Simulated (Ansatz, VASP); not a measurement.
## TaN in VASP and in Ansatz

Contents of POSCAR:

```
TaN
1.0
    3.1710466734      0.0000000000      0.0000000000
   -1.5855233367      2.7462069757      0.0000000000
    0.0000000000      0.0000000000      2.6538490686
Ta N
1 1
Direct
    0.3333333333      0.6666666667      0.5000000000
    0.0000000000      0.0000000000      0.0000000000
```

Contents of INCAR.step1:

```
PREC = Accurate ; ENCUT = 520
ISMEAR = 0 ; SIGMA = 0.15
LREAL = F ; LASPH = T
NELM = 80 ; NBANDS = 15
GGA = PE ; ALGO = Normal
EDIFF = 1E-4 ; LWAVE = T
LCHARG = F
```

File INCAR.step2:

```
PREC = Accurate ; ENCUT = 520
EDIFF = 1E-7 ; ISMEAR = 0
SIGMA = 0.15 ; LREAL = F
LASPH = T ; NELM = 80
ALGO = Normal ; ISIF = 2
LWAVE = F ; LCHARG = T
METAGGA = R2SCAN ; LMIXTAU = T
LELF = T ; LVHAR = T
NBANDS = 15 ; ISTART = 1
```

Contents of KPOINTS:

```
regular mesh
0
Gamma
  24 24 20
```

Input for Ansatz:

```yaml
crystal:
  lattice:
    - [3.1710466734, 0.0, 0.0]
    - [-1.5855233367, 2.7462069757, 0.0]
    - [0.0, 0.0, 2.6538490686]
  atoms:
    - { symbol: Ta, position: [0.3333333333, 0.6666666667, 0.5] }
    - { symbol: "N", position: [0.0, 0.0, 0.0] }
basis:
  ecutwfc: 500
kpoints:
  mp_grid: { grid: [24, 24, 20] }
hamiltonian:
  xc: r2scan
scf:
  occupations: { method: gaussian, width: 0.15 }
output:
  forces: true
  stress: true
  eigenvalues: true
```

Change from the starting cell: strain +0.080 along x and y, -0.080 along z, atoms carried along.

Alike in both runs: task single point; functional r2SCAN; k mesh 24 × 24 × 20; occupations gaussian, width 0.15 eV; no spin polarisation.

```csv
,VASP,Ansatz
version,VASP 6.6.1,Ansatz 0.2.0
potentials or method,"VASP PAW PBE potentials, release 64 (Ta_pv, N), cutoff 520 eV","scalar-relativistic, plane waves, PAW"
valence electrons in the cell,16,18
```

Ansatz gave:

```
gap on the k mesh at the Fermi level (eV)                     : none
pressure (GPa)                                                : -12.2
traceless stress, the component that is largest in VASP (GPa) : 64.56
```

Question: What did VASP give for the same quantities?

Answer: gap on the k mesh at the Fermi level (eV): none; pressure (GPa): -10.8; traceless stress, the component that is largest in VASP (GPa): 64.76.

VASP's potentials were made for PBE, not for r2SCAN. A gap of «none» marks a metal or a gap that the smearing closes. The functional is the same, so the differences come from potentials, cutoffs and numerics. VASP's potentials hold 16 valence electrons a cell and Ansatz's 18, so a difference there can come from the potentials and not from the codes.

Neither program's run includes spin-orbit coupling.
